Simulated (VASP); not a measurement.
The system is BI.

```
B I
1.0
     5.17276    0.00000    0.00000
     0.00000    5.17276    0.00000
     0.00000    0.00000    4.59178
B I
2 2
Cartesian
  0.0000 2.5864 0.7357
  2.5864 0.0000 3.8561
  0.0000 0.0000 0.0000
  2.5864 2.5864 0.0000
```

| Quantity | Value |
| --- | --- |
| Program | VASP 6.6.1 |
| Task | relaxation of cell and atoms |
| Functional | PBE |
| Potentials or basis | VASP PAW PBE potentials, release 64 (B, I) |
| Cutoff | 600 eV |
| k mesh | 6 × 6 × 6 |
| Occupations | gaussian, width 0.02 eV |
| Spin | no spin polarisation |

At the start: pressure -0.2 GPa; volume 30.72 Å³/atom.

Problem. How do energy, volume and symmetry change on relaxing?

Solution. Over 22 steps the energy falls by 7.0 meV/atom and the volume is 29.25 Å³/atom (-4.8 %); space group P4/nmm (No. 129, to 0.05 Å).

The path:
| step | energy change (eV) | largest force (eV/Å) | pressure (GPa) | volume (Å³) |
| --- | --- | --- | --- | --- |
| 1 | 0.0000 | 0.1145 | -0.25 | 122.86 |
| 2 | -0.0022 | 0.1026 | -0.13 | 122.02 |
| 3 | -0.0041 | 0.0772 | 0.15 | 120.17 |
| 4 | -0.0062 | 0.0732 | 0.14 | 120.02 |
| 5 | -0.0114 | 0.0638 | 0.10 | 119.55 |
| 6 | -0.0182 | 0.0519 | 0.01 | 118.59 |
| 7 | -0.0186 | 0.0495 | -0.36 | 116.52 |
| 8 | -0.0200 | 0.0430 | -0.14 | 117.37 |
| 9 | -0.0225 | 0.0429 | -0.07 | 116.14 |
| 10 | -0.0233 | 0.0095 | 0.32 | 112.50 |
| 11 | -0.0243 | 0.0221 | 0.23 | 113.85 |
| 12 | -0.0244 | 0.0257 | 0.17 | 114.27 |
| 13 | -0.0258 | 0.0199 | 0.12 | 114.42 |
| 14 | -0.0269 | 0.0066 | 0.02 | 114.68 |
| 15 | -0.0274 | 0.0006 | 0.07 | 114.93 |
| 16 | -0.0275 | 0.0060 | 0.11 | 115.18 |
| 17 | -0.0279 | 0.0092 | 0.05 | 116.20 |
| 18 | -0.0279 | 0.0116 | 0.00 | 116.88 |
| 19 | -0.0279 | 0.0117 | 0.00 | 116.79 |
| 20 | -0.0279 | 0.0106 | 0.02 | 116.50 |
| 21 | -0.0280 | 0.0100 | 0.03 | 116.62 |
| 22 | -0.0282 | 0.0088 | 0.05 | 116.99 |

Final structure:
```
B I
1.0
     5.21153    0.00000    0.00000
     0.00000    5.21153    0.00000
     0.00000    0.00000    4.30752
B I
2 2
Cartesian
  0.0000 2.6058 0.3618
  2.6058 0.0000 3.9457
  0.0000 0.0000 0.0000
  2.6058 2.6058 0.0000
```

Caveat: this functional lacks dispersion, which binds the layers, so the pressure and a relaxed spacing across them are unreliable.
